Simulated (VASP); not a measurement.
LaIn:

```
CELL_PARAMETERS angstrom
3.95408 0.00000 0.00000
0.00000 3.95408 0.00000
0.00000 0.00000 3.95408
ATOMIC_POSITIONS crystal
La 0.50000 0.50000 0.50000
In 0.00000 0.00000 0.00000
```

* Program: VASP 6.6.1
* Task: relaxation of cell and atoms
* Functional: BLYP
* Dispersion: D3(BJ)
* Potentials or basis: VASP PAW PBE potentials, release 64 (La, In_d)
* Cutoff: 600 eV
* k mesh: 7 × 7 × 7
* Occupations: fermi-dirac, width 0.05 eV
* Spin: no spin polarisation

At the start: pressure 3.7 GPa; volume 30.91 Å³/atom.

Q: How do energy, volume and symmetry change on relaxing?

A: Over 21 steps the energy falls by 20.3 meV/atom and the volume is 29.80 Å³/atom (-3.6 %); space group Pm-3m (No. 221, to 0.1 Å) before and after.

Step by step:
| step | energy change (eV) | largest force (eV/Å) | pressure (GPa) | volume (Å³) |
| --- | --- | --- | --- | --- |
| 1 | 0.0000 | 0.0000 | 3.70 | 61.82 |
| 2 | 0.1272 | 0.0000 | -5.39 | 68.43 |
| 3 | 0.0124 | 0.0000 | -3.40 | 64.30 |
| 4 | -0.0106 | 0.0000 | -2.64 | 63.08 |
| 5 | -0.0202 | 0.0000 | -2.22 | 62.45 |
| 6 | -0.0243 | 0.0000 | -2.00 | 62.13 |
| 7 | -0.0262 | 0.0000 | -1.89 | 61.98 |
| 8 | -0.0271 | 0.0000 | -1.84 | 61.90 |
| 9 | -0.0276 | 0.0000 | -1.81 | 61.86 |
| 10 | -0.0278 | 0.0000 | -1.79 | 61.84 |
| 11 | -0.0279 | 0.0000 | -1.79 | 61.83 |
| 12 | -0.0280 | 0.0000 | -1.78 | 61.83 |
| 13 | -0.0280 | 0.0000 | -1.78 | 61.82 |
| 14 | -0.0280 | 0.0000 | -1.78 | 61.82 |
| 15 | -0.0280 | 0.0000 | -1.78 | 61.82 |
| 16 | -0.0280 | 0.0000 | -1.78 | 61.82 |
| 17 | -0.0280 | 0.0000 | -1.78 | 61.82 |
| 18 | -0.0280 | 0.0000 | -1.78 | 61.82 |
| 19 | -0.0280 | 0.0000 | -1.78 | 61.82 |
| 20 | -0.0406 | 0.0000 | 0.18 | 59.40 |
| 21 | -0.0407 | 0.0000 | 0.00 | 59.60 |

Final structure:
```
La In
1.0
     3.90621    0.00000    0.00000
     0.00000    3.90621    0.00000
     0.00000    0.00000    3.90621
La In
1 1
Direct
  0.50000 0.50000 0.50000
  0.00000 0.00000 0.00000
```

Caveat: the PAW data sets were made with another functional, which shifts forces and pressure a little.
